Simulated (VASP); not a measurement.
A run of VASP 6.6.1 is set up as follows.

Contents of INCAR:

```
SYSTEM = La3O2
PREC     = Accurate       ! precision mode
ENCUT    = 520            ! plane-wave cutoff, eV
EDIFF    = 1E-6           ! SCF threshold, eV
ISMEAR   = 0              ! smearing method
SIGMA    = 0.1            ! smearing width, eV
LREAL    = .FALSE.        ! projectors in reciprocal space
LASPH    = .TRUE.         ! aspherical terms in the spheres
NELM     = 80             ! most SCF steps
ALGO     = Normal         ! electronic algorithm
ISIF     = 2              ! what is computed and relaxed
LWAVE    = .FALSE.        ! write WAVECAR
LCHARG   = .TRUE.         ! write CHGCAR
GGA      = PE             ! functional
LELF     = .TRUE.         ! ELF
LVHAR    = .TRUE.       
NBANDS   = 30             ! bands
```

File KPOINTS:

```
Automatic mesh
0
G
  6 6 2
  0 0 0
```

POSCAR

```
La3O2
1.0
    4.7764457200      0.0000000000      0.0000000000
   -2.3882228600      4.1365233400      0.0000000000
    0.0000000000      0.0000000000      7.4951275500
La O
3 2
Direct
    0.3333333300      0.6666666700      0.1454421400
    0.0000000000      0.0000000000      0.5000000000
    0.6666666700      0.3333333300      0.8545578600
    0.6666666700      0.3333333300      0.2518665800
    0.3333333300      0.6666666700      0.7481334200
```

Potentials or basis: VASP PAW PBE potentials, release 64 (La, O).

The run is started by

```sh
$ cat potpaw_PBE.64/La/POTCAR potpaw_PBE.64/O/POTCAR > POTCAR
$ mpirun -np 1 vasp_std > vasp.out
```

Question: Estimate the largest force.

Answer: 0.696 eV/Å.

Question: What does it give for the pressure?

Answer: -12.9 GPa.

Forces in eV/Å, atoms in the order of the input:
```
La   0.000  0.000  0.449
La   0.000  0.000  0.000
La   0.000  0.000 -0.449
O    0.000  0.000 -0.696
O    0.000  0.000  0.696
```

Caveat: the k points lie up to 0.42 Å⁻¹ apart; an odd number of electrons without spin polarisation forces a metal; a magnetic or distorted state may lie lower.
